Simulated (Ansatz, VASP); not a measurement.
## Two plane-wave programs on Ti

Contents of INCAR:

```
SYSTEM = Ti
ALGO     = Normal         ! electronic algorithm
EDIFF    = 1E-6           ! SCF threshold, eV
ENCUT    = 520            ! plane-wave cutoff, eV
GGA      = PS             ! functional
ISIF     = 2              ! what is computed and relaxed
ISMEAR   = 0              ! smearing method
LASPH    = .True.         ! aspherical terms in the spheres
LCHARG   = .True.         ! write CHGCAR
LELF     = .True.         ! ELF
LREAL    = .False.        ! projectors in reciprocal space
LVHAR    = .True.       
LWAVE    = .False.        ! write WAVECAR
NBANDS   = 32             ! bands
NELM     = 100            ! most SCF steps
PREC     = Accurate       ! precision mode
SIGMA    = 0.1            ! smearing width, eV
```

The input KPOINTS:

```
k-points
0
Gamma
  6 6 4
  0 0 0
```

POSCAR

```
Ti
1.0
    3.6460332330      0.0000000000      0.0000000000
   -1.8230166165      3.1575574029      0.0000000000
    0.0000000000      0.0000000000      6.0159548345
Ti
4
Direct
    0.3333333333      0.6666666667      0.4375000000
    0.6666666667      0.3333333333      0.9375000000
    0.6666666667      0.3333333333      0.5625000000
    0.3333333333      0.6666666667      0.0625000000
```

Input for Ansatz:

```yaml
crystal:
  lattice:
    - [3.646033233, 0.0, 0.0]
    - [-1.8230166165, 3.1575574029, 0.0]
    - [0.0, 0.0, 6.0159548345]
  atoms:
    - { symbol: Ti, position: [0.3333333333, 0.6666666667, 0.4375] }
    - { symbol: Ti, position: [0.6666666667, 0.3333333333, 0.9375] }
    - { symbol: Ti, position: [0.6666666667, 0.3333333333, 0.5625] }
    - { symbol: Ti, position: [0.3333333333, 0.6666666667, 0.0625] }
basis:
  ecutwfc: 420
kpoints:
  mp_grid: { grid: [6, 6, 4] }
hamiltonian:
  xc: pbesol
scf:
  occupations: { method: gaussian, width: 0.1 }
  lower_state_search: "off"
output:
  forces: true
  stress: true
  eigenvalues: true
```

Alike in both runs: task single point; functional PBEsol; k mesh 6 × 6 × 4; occupations gaussian, width 0.1 eV; no spin polarisation.

|  | VASP | Ansatz |
| --- | --- | --- |
| version | VASP 6.6.1 | Ansatz 0.2.0 |
| potentials or method | VASP PAW PBE potentials, release 64 (Ti_sv), cutoff 520 eV | scalar-relativistic, plane waves, PAW |
| valence electrons in the cell | 48 | 48 |

```csv
,VASP,Ansatz,Ansatz less VASP
gap on the k mesh at the Fermi level (eV),none,none,-
pressure (GPa),10.3,9.4,-0.94
"traceless stress, the component that is largest in VASP (GPa)",-2.42,-2.43,-0.016
rms of the force components (eV/Å),0.075,0.077,+0.0021
```

VASP's potentials were made for PBE, not for PBEsol. Atom by atom the forces differ by 0.002 eV/Å (rms over components). A gap of «none» marks a metal or a gap that the smearing closes.
